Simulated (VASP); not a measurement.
# AgB2 (Fm-3m) in VASP: further runs, part 2 of 2

VASP 6.6.1. The steps go on from the part before.

## Step 3: Relaxation of cell and atoms, PBEsol

This run uses another cell than the first one, of 11.09 Å³/atom.

File INCAR:

```
SYSTEM = AgB2
  PREC = Accurate
  ENCUT = 600
  EDIFF = 1E-6
  ISMEAR = 1
  SIGMA = 0.05
  LREAL = .False.
  LASPH = .True.
  NELM = 100
  ALGO = Normal
  ISIF = 3
  LWAVE = .False.
  LCHARG = .False.
  GGA = PS
  IBRION = 2
  NSW = 80
  EDIFFG = -0.02
```

File KPOINTS:

```
Automatic mesh
0
Gamma
  7 7 7
  0 0 0
```

File POSCAR:

```
AgB2
1.0
    0.0000000000      2.5529819270      2.5529819270
    2.5529819270      0.0000000000      2.5529819270
    2.5529819270      2.5529819270      0.0000000000
Ag B
1 2
Direct
    0.0000000000      0.0000000000      0.0000000000
    0.2500000000      0.2500000000      0.2500000000
    0.7500000000      0.7500000000      0.7500000000
```

Potentials or basis: VASP PAW PBE potentials, release 64 (Ag, B).

The run is started by

```console
cat potpaw_PBE.64/Ag/POTCAR potpaw_PBE.64/B/POTCAR > POTCAR
mpirun -np 1 vasp_std > vasp.out
```

OUTCAR:

```text
SYSTEM = AgB2
   PREC = Accurate
   ENCUT = 600
   EDIFF = 1E-6
   ISMEAR = 1
   LREAL = .False.
   LASPH = .True.
   NELM = 100
   ISIF = 3
   GGA = PS
   IBRION = 2
   NSW = 80
   EDIFFG = -0.02

 ion  position               nearest neighbor table
   1  0.000  0.000  0.000-   2 2.21   3 2.21   3 2.21   3 2.21   3 2.21   2 2.21   2 2.21   2 2.21

   2  0.250  0.250  0.250-   1 2.21   1 2.21   1 2.21   1 2.21
   3  0.750  0.750  0.750-   1 2.21   1 2.21   1 2.21   1 2.21

  LATTYP: Found a face centered cubic cell.
 ALAT       =     5.1059638540

  Lattice vectors:

 A1 = (   0.0000000000,   2.5529819270,   2.5529819270)
 A2 = (   2.5529819270,   0.0000000000,   2.5529819270)
 A3 = (   2.5529819270,   2.5529819270,   0.0000000000)

Analysis of symmetry for initial positions (statically):
=====================================================================
 Subroutine PRICEL returns:
 Original cell was already a primitive cell.

 Routine SETGRP: Setting up the symmetry group for a
 face centered cubic supercell.

 Subroutine GETGRP returns: Found 48 space group operations
 (whereof 48 operations were pure point group operations)
 out of a pool of 48 trial point group operations.

The static configuration has the point symmetry O_h .

Analysis of symmetry for dynamics (positions and initial velocities):
=====================================================================
 Subroutine PRICEL returns:
 Original cell was already a primitive cell.

 Routine SETGRP: Setting up the symmetry group for a
 face centered cubic supercell.

 Subroutine GETGRP returns: Found 48 space group operations
 (whereof 48 operations were pure point group operations)
 out of a pool of 48 trial point group operations.

The dynamic configuration has the point symmetry O_h .

 Subroutine INISYM returns: Found 48 space group operations
 (whereof 48 operations are pure point group operations),
 and found     1 'primitive' translations

----------------------------------------------------------------------------------------

                                     Primitive cell

  volume of cell :      33.2792

  direct lattice vectors                    reciprocal lattice vectors
     0.000000000  2.552981927  2.552981927    -0.195849408  0.195849408  0.195849408
     2.552981927  0.000000000  2.552981927     0.195849408 -0.195849408  0.195849408
     2.552981927  2.552981927  0.000000000     0.195849408  0.195849408 -0.195849408

  length of vectors
     3.610461666  3.610461666  3.610461666     0.339221126  0.339221126  0.339221126

  position of ions in fractional coordinates (direct lattice)
     0.000000000  0.000000000  0.000000000
     0.250000000  0.250000000  0.250000000
     0.750000000  0.750000000  0.750000000

  ion indices of the primitive-cell ions
   primitive index   ion index
                 1           1
                 2           2
                 3           3
[... 112 lines left out ...]
  ---------------------------------------------------
  ext. energy  EPLUGINS =         0.00000000
  ---------------------------------------------------
  free energy    TOTEN  =       -12.89176192 eV

  energy without entropy =      -12.89101248  energy(sigma->0) =      -12.89151211

------------------------ aborting loop because EDIFF is reached ----------------------------------------

  FORCE on cell =-STRESS in cart. coord.  units (eV):
  Direction    XX          YY          ZZ          XY          YZ          ZX
  --------------------------------------------------------------------------------------
  -------------------------------------------------------------------------------------
  Total       -0.0621672     -0.0621672     -0.0621672      0.0000000     -0.0000000      0.0000000
  in kB       -2.9929452     -2.9929452     -2.9929452      0.0000000     -0.0000000      0.0000000
  external PRESSURE =      -2.9929452 kB  Pullay stress =       0.0000000 kB

 VOLUME and BASIS-vectors are now :
 -----------------------------------------------------------------------------
  energy-cutoff  :      600.00
  volume of cell :       33.28
      direct lattice vectors                 reciprocal lattice vectors
     0.000000000  2.552981927  2.552981927    -0.195849408  0.195849408  0.195849408
     2.552981927  0.000000000  2.552981927     0.195849408 -0.195849408  0.195849408
     2.552981927  2.552981927  0.000000000     0.195849408  0.195849408 -0.195849408

 POSITION                                       TOTAL-FORCE (eV/Angst)
 -----------------------------------------------------------------------------------
      0.00000      0.00000      0.00000        -0.000000      0.000000     -0.000000
      1.27649      1.27649      1.27649        -0.000000     -0.000000     -0.000000
      3.82947      3.82947      3.82947         0.000000      0.000000      0.000000
 -----------------------------------------------------------------------------------
    total drift:                                0.000000     -0.000000     -0.000000

  FREE ENERGIE OF THE ION-ELECTRON SYSTEM (eV)
  ---------------------------------------------------
  free  energy   TOTEN  =       -12.8917619175 eV

  energy  without entropy=      -12.8910124827  energy(sigma->0) =      -12.89151211

--------------------------------------- Ionic step        2  -------------------------------------------

 number of electron      16.9999999 magnetization

 Free energy of the ion-electron system (eV)
  ---------------------------------------------------
  ext. energy  EPLUGINS =         0.00000000
  ---------------------------------------------------
  free energy    TOTEN  =       -12.89177093 eV

  energy without entropy =      -12.89101686  energy(sigma->0) =      -12.89151957

 E-fermi :   7.4646     XC(G=0): -11.9828

 val. band max:        7.4619231523   @ k =   0.4286   0.2857   0.1429
 cond. band min:       7.7698170874   @ k =   0.1429   0.0000   0.0000
 fundamental gap:      0.3078939350
 Fermi energy:         7.4645715874

 k-point     1 :       0.0000    0.0000    0.0000
  band No.  band energies     occupation
      1      -4.7477      2.00000
      2      -0.4710      2.00000
      3      -0.4710      2.00000
      4      -0.4710      2.00000
      5       1.3451      2.00000
      6       1.3451      2.00000
      7       7.9301     -0.00000
      8      10.9224      0.00000
      9      10.9224      0.00000
     10      10.9224      0.00000
     11      11.6933      0.00000
     12      11.6933      0.00000
[... 271 lines left out ...]
 k-point    20 :      -0.2857    0.4286    0.1429
  band No.  band energies     occupation
      1      -1.2749      2.00000
      2      -0.9391      2.00000
      3      -0.0405      2.00000
      4       0.9446      2.00000
      5       0.9934      2.00000
      6       2.2922      2.00000
      7       2.7415      2.00000
      8       3.6011      2.00000
      9       5.3637      2.00000
     10      10.5723      0.00000
     11      11.9381      0.00000
     12      13.6377      0.00000

------------------------ aborting loop because EDIFF is reached ----------------------------------------

  FORCE on cell =-STRESS in cart. coord.  units (eV):
  Direction    XX          YY          ZZ          XY          YZ          ZX
  --------------------------------------------------------------------------------------
  -------------------------------------------------------------------------------------
  Total        0.0487457      0.0487457      0.0487457      0.0000000     -0.0000000     -0.0000000
  in kB        2.3538400      2.3538400      2.3538400      0.0000000     -0.0000000     -0.0000000
  external PRESSURE =       2.3538400 kB  Pullay stress =       0.0000000 kB

 VOLUME and BASIS-vectors are now :
 -----------------------------------------------------------------------------
  energy-cutoff  :      600.00
  volume of cell :       33.18
      direct lattice vectors                 reciprocal lattice vectors
     0.000000000  2.550429701  2.550429701    -0.196045396  0.196045396  0.196045396
     2.550429701 -0.000000000  2.550429701     0.196045396 -0.196045396  0.196045396
     2.550429701  2.550429701  0.000000000     0.196045396  0.196045396 -0.196045396

 POSITION                                       TOTAL-FORCE (eV/Angst)
 -----------------------------------------------------------------------------------
      2.55043      2.55043      5.10086         0.000000     -0.000000     -0.000000
      1.27521      1.27521      1.27521        -0.000000     -0.000000     -0.000000
      3.82564      3.82564      3.82564         0.000000      0.000000      0.000000
 -----------------------------------------------------------------------------------
    total drift:                                0.000000     -0.000000      0.000000

  FREE ENERGIE OF THE ION-ELECTRON SYSTEM (eV)
  ---------------------------------------------------
  free  energy   TOTEN  =       -12.8917709336 eV

  energy  without entropy=      -12.8910168576  energy(sigma->0) =      -12.89151957

 reached required accuracy - stopping structural energy minimisation
```

OSZICAR:

```text
N       E                     dE             d eps       ncg     rms          rms(c)
DAV:   1     0.796545918002E+02    0.79655E+02   -0.88955E+03   480   0.144E+03
DAV:   2    -0.127303005664E+02   -0.92385E+02   -0.87337E+02   536   0.271E+02
DAV:   3    -0.155100355057E+02   -0.27797E+01   -0.27362E+01   600   0.464E+01
[... 13 lines left out ...]
DAV:   2    -0.128918566758E+02    0.15729E-02   -0.66128E-03   496   0.137E+00    0.128E-01
DAV:   3    -0.128917967346E+02    0.59941E-04   -0.26003E-04   548   0.230E-01    0.621E-02
DAV:   4    -0.128917753754E+02    0.21359E-04   -0.12768E-04   484   0.812E-02    0.105E-02
DAV:   5    -0.128917715047E+02    0.38707E-05   -0.74952E-06   540   0.428E-02    0.514E-03
DAV:   6    -0.128917709336E+02    0.57112E-06   -0.21903E-06   380   0.133E-02
   2 F= -.12891771E+02 E0= -.12891520E+02  d E =-.901603E-05
```

Wall time 47 s (1 thread of Intel Xeon 8259CL, shared host); peak memory 0.18 GiB.

What came out:

| Item | Value |
| --- | --- |
| Free energy | -12.8918 eV |
| Relaxed volume | 11.06 Å³/atom |
| Relaxed cell | a = 3.607 Å, b = 3.607 Å, c = 3.607 Å, α = 60.00°, β = 60.00°, γ = 60.00° |
| Space group after relaxing (to 0.1 Å) | Fm-3m (No. 225) |
| Energy gained by relaxing | 0.0 meV/atom |
| Ionic steps | 2 |
| Pressure after relaxing | 0.2 GPa |
| Band gap on the k mesh | zero (an odd number of electrons rules out a gap without spin polarisation) |

Final structure:
```yaml
crystal:
  lattice:
    - [0.00000, 2.55043, 2.55043]
    - [2.55043, 0.00000, 2.55043]
    - [2.55043, 2.55043, 0.00000]
  atoms:
    - { symbol: Ag, position: [0.00000, 0.00000, 0.00000] }
    - { symbol: B, position: [0.25000, 0.25000, 0.25000] }
    - { symbol: B, position: [0.75000, 0.75000, 0.75000] }
```

Caveat: the PAW data sets were made with another functional, which shifts forces and pressure a little.
